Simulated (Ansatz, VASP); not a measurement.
## Two plane-wave programs on AlN

Contents of INCAR:

```
SYSTEM = AlN
PREC = Accurate
ENCUT = 520
EDIFF = 1E-7
ISMEAR = 0
SIGMA = 0.05
LREAL = .False.
LASPH = .True.
NELM = 60
ALGO = Normal
ISIF = 2
LWAVE = .False.
LCHARG = .False.
GGA = CA
NBANDS = 26
```

File KPOINTS:

```
Automatic mesh
0
Gamma
  8 6 4
  0 0 0
```

POSCAR

```
AlN
1.0
   -1.6378403119      2.8368226349      0.0000000000
    0.0000000000      0.0000000000      4.1006264518
    4.9135209358      2.8368226349      0.0000000000
Al N
4 4
Direct
    0.6172768332      0.7500000000      0.1805224589
    1.0000000000      0.7500000000      0.6666666667
    0.0000000000      0.2500000000      0.3333333333
    0.5000000000      0.2500000000      0.8333333333
    0.5000000000      0.2500000000      0.1666666667
    1.0000000000      0.2500000000      0.6666666667
    0.0000000000      0.7500000000      0.3333333333
    0.5000000000      0.7500000000      0.8333333333
```

Input for Ansatz:

```yaml
crystal:
  lattice:
    - [-1.6378403119, 2.8368226349, 0.0]
    - [0.0, 0.0, 4.1006264518]
    - [4.9135209358, 2.8368226349, 0.0]
  atoms:
    - { symbol: Al, position: [0.6172768332, 0.75, 0.1805224589] }
    - { symbol: Al, position: [1.0, 0.75, 0.6666666667] }
    - { symbol: Al, position: [0.0, 0.25, 0.3333333333] }
    - { symbol: Al, position: [0.5, 0.25, 0.8333333333] }
    - { symbol: "N", position: [0.5, 0.25, 0.1666666667] }
    - { symbol: "N", position: [1.0, 0.25, 0.6666666667] }
    - { symbol: "N", position: [0.0, 0.75, 0.3333333333] }
    - { symbol: "N", position: [0.5, 0.75, 0.8333333333] }
basis:
  ecutwfc: 420
kpoints:
  mp_grid: { grid: [8, 6, 4] }
hamiltonian:
  xc: lda
  pseudopotentials: { kind: paw, azcp: { folder: soft_1 } }
scf:
  occupations: { method: gaussian, width: 0.05 }
output:
  forces: true
  stress: true
  eigenvalues: true
```

Alike in both runs: task single point; functional LDA; k mesh 8 × 6 × 4; occupations gaussian, width 0.05 eV; no spin polarisation.

|  | VASP | Ansatz |
| --- | --- | --- |
| version | VASP 6.6.1 | Ansatz 0.2.0 |
| potentials or method | VASP PAW LDA potentials, release 64 (Al, N), cutoff 520 eV | scalar-relativistic, plane waves, PAW |
| valence electrons in the cell | 32 | 32 |

|  | VASP | Ansatz | Ansatz less VASP |
| --- | --- | --- | --- |
| gap on the k mesh at the Fermi level (eV) | 3.50 | 3.49 | -0.011 |
| least direct gap on the mesh (eV) | 3.50 | 3.49 | -0.011 |
| pressure (GPa) | 10.0 | 9.2 | -0.84 |
| traceless stress, the component that is largest in VASP (GPa) | 22.46 | 21.89 | -0.570 |
| rms of the force components (eV/Å) | 3.696 | 3.629 | -0.0663 |

Ansatz warns that its potentials were made for another functional, while VASP's fit it. LDA's correlation is that of Perdew and Zunger in VASP and of Perdew and Wang (1992) in Ansatz. Atom by atom the forces differ by 0.067 eV/Å (rms over components).
